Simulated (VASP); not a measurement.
## Ru16CO: single point with PBE+D3(BJ)

Slab: Ru16CO, a slab with vacuum.

```
CELL_PARAMETERS angstrom
5.39519 0.00000 0.00000
-2.69759 4.67237 0.00000
0.00000 0.00000 25.08831
ATOMIC_POSITIONS crystal
Ru 0.33333 0.16667 0.15944
Ru 0.33333 0.66667 0.15944
Ru 0.83333 0.16667 0.15944
Ru 0.83333 0.66667 0.15944
Ru 0.16667 0.33333 0.24445
Ru 0.16667 0.83333 0.24445
Ru 0.66667 0.33333 0.24445
Ru 0.66667 0.83333 0.24445
Ru 0.33333 0.16667 0.32931
Ru 0.33333 0.66667 0.32931
Ru 0.83333 0.16667 0.32931
Ru 0.83333 0.66667 0.32931
Ru 0.16667 0.33333 0.41208
Ru 0.16667 0.83333 0.41208
Ru 0.66667 0.33333 0.41208
Ru 0.66667 0.83333 0.41208
O 0.16667 0.41667 0.53165
C 0.16667 0.41667 0.57749
```

- Program: VASP 6.6.1
- Task: single point
- Functional: PBE
- Dispersion: D3(BJ)
- Potentials or basis: VASP PAW PBE potentials, release 64 (Ru_pv, O, C)
- Cutoff: 520 eV
- k mesh: 6 × 6 × 1
- Occupations: gaussian, width 0.1 eV
- Spin: no spin polarisation

- Largest force: 0.733 eV/Å
- Band gap on the k mesh: zero (band 117 reaches 2.50 eV, above the bottom of band 118 at 1.24 eV)
- Dispersion energy per atom: -0.421 eV

Forces on the atoms (eV/Å):
```
Ru   0.009 -0.003  0.516
Ru  -0.002  0.006  0.522
Ru  -0.009  0.000  0.518
Ru   0.002 -0.004  0.513
Ru   0.000  0.000 -0.520
Ru  -0.007 -0.004 -0.530
Ru   0.001  0.010 -0.528
Ru   0.006 -0.003 -0.530
Ru   0.044 -0.025  0.052
Ru   0.001  0.057 -0.026
Ru  -0.048 -0.028  0.003
Ru   0.000 -0.004 -0.067
Ru   0.010 -0.012  0.050
Ru  -0.025  0.033 -0.025
Ru  -0.021 -0.003 -0.016
Ru   0.023  0.010 -0.020
O    0.023 -0.034  0.732
C   -0.007  0.003 -0.642
```

Levels at points of the mesh, in eV from the Fermi level:
| k point | band 114 | band 115 | band 116 | band 117 | band 118 | band 119 | band 120 | band 121 | band 122 | band 123 |
| --- | --- | --- | --- | --- | --- | --- | --- | --- | --- | --- |
| (0.00, 0.00, 0.00) | 0.18 | 0.20 | 0.99 | 0.99 | 1.07 | 1.08 | 1.08 | 1.19 | 1.19 | 1.25 |
| (0.50, 0.00, 0.00) | -0.62 | -0.62 | -0.57 | -0.57 | -0.08 | -0.07 | -0.01 | 0.03 | 0.05 | 0.07 |
| (0.00, 0.50, 0.00) | -0.62 | -0.62 | -0.57 | -0.57 | -0.08 | -0.07 | -0.01 | 0.03 | 0.05 | 0.07 |
| (0.50, 0.50, 0.00) | -0.62 | -0.62 | -0.57 | -0.57 | -0.08 | -0.07 | -0.01 | 0.03 | 0.05 | 0.07 |

It took 79 min on 1 thread of Intel(R) Xeon(R) Platinum 8488C (Sapphire Rapids) (shared host), peak memory 1.3 GiB.
